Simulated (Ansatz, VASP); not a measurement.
## SiO2 in VASP and in Ansatz

INCAR

```
PREC     = Accurate       # precision mode
ENCUT    = 520            # plane-wave cutoff, eV
EDIFF    = 1E-6           # SCF threshold, eV
ISMEAR   = 0              # smearing method
SIGMA    = 0.05           # smearing width, eV
LREAL    = False          # projectors in reciprocal space
LASPH    = True           # aspherical terms in the spheres
NELM     = 80             # most SCF steps
ALGO     = Normal         # electronic algorithm
ISIF     = 2              # what is computed and relaxed
LWAVE    = False          # write WAVECAR
LCHARG   = True           # write CHGCAR
GGA      = PE             # functional
LELF     = True           # ELF
LVHAR    = True         
NBANDS   = 34             # bands
```

Contents of KPOINTS:

```
regular mesh
0
Gamma
  6 6 4
```

Contents of POSCAR:

```
SiO2
1.0
    5.1053779309      0.0000000000      0.0000000000
   -2.5526889655      4.4213869841      0.0000000000
    0.0000000000      0.0000000000      5.6688224979
Si O
3 6
Direct
    0.0000000000      0.5000000000      0.3333333333
    0.5000000000      0.5000000000      0.6666666667
    0.5000000000      0.0000000000      0.0000000000
    0.5839605948      0.7919802974      0.8333333333
    0.7919802974      0.5839605948      0.5000000000
    0.7919802974      0.2080197026      0.1666666667
    0.4160394052      0.2080197026      0.8333333333
    0.2080197026      0.4160394052      0.5000000000
    0.2080197026      0.7919802974      0.1666666667
```

Input for Ansatz:

```yaml
crystal:
  lattice:
    - [5.1053779309, 0.0, 0.0]
    - [-2.5526889655, 4.4213869841, 0.0]
    - [0.0, 0.0, 5.6688224979]
  atoms:
    - { symbol: Si, position: [0.0, 0.5, 0.3333333333] }
    - { symbol: Si, position: [0.5, 0.5, 0.6666666667] }
    - { symbol: Si, position: [0.5, 0.0, 0.0] }
    - { symbol: O, position: [0.5839605948, 0.7919802974, 0.8333333333] }
    - { symbol: O, position: [0.7919802974, 0.5839605948, 0.5] }
    - { symbol: O, position: [0.7919802974, 0.2080197026, 0.1666666667] }
    - { symbol: O, position: [0.4160394052, 0.2080197026, 0.8333333333] }
    - { symbol: O, position: [0.2080197026, 0.4160394052, 0.5] }
    - { symbol: O, position: [0.2080197026, 0.7919802974, 0.1666666667] }
basis:
  ecutwfc: 420
kpoints:
  mp_grid: { grid: [6, 6, 4] }
hamiltonian:
  xc: pbe
scf:
  occupations: { method: gaussian, width: 0.05 }
output:
  forces: true
  stress: true
  eigenvalues: true
```

Change from the starting cell: strain +0.000 along x and y, +0.015 along z, atoms carried along.

Alike in both runs: task single point; functional PBE; k mesh 6 × 6 × 4; occupations gaussian, width 0.05 eV; no spin polarisation.

|  | VASP | Ansatz |
| --- | --- | --- |
| version | VASP 6.6.1 | Ansatz 0.2.0 |
| potentials or method | VASP PAW PBE potentials, release 64 (Si, O), cutoff 520 eV | scalar-relativistic, plane waves, PAW |
| valence electrons in the cell | 48 | 48 |

Ansatz gave:

| Property | Result |
| --- | --- |
| gap on the k mesh at the Fermi level (eV) | 5.43 |
| least direct gap on the mesh (eV) | 5.58 |
| pressure (GPa) | -2.5 |
| traceless stress, the component that is largest in VASP (GPa) | -0.75 |
| rms of the force components (eV/Å) | 0.043 |

**Question.** What did VASP give for the same quantities?

**Answer.** gap on the k mesh at the Fermi level (eV): 5.43; least direct gap on the mesh (eV): 5.58; pressure (GPa): -2.5; traceless stress, the component that is largest in VASP (GPa): -0.72; rms of the force components (eV/Å): 0.049.

Atom by atom the forces differ by 0.006 eV/Å (rms over components).
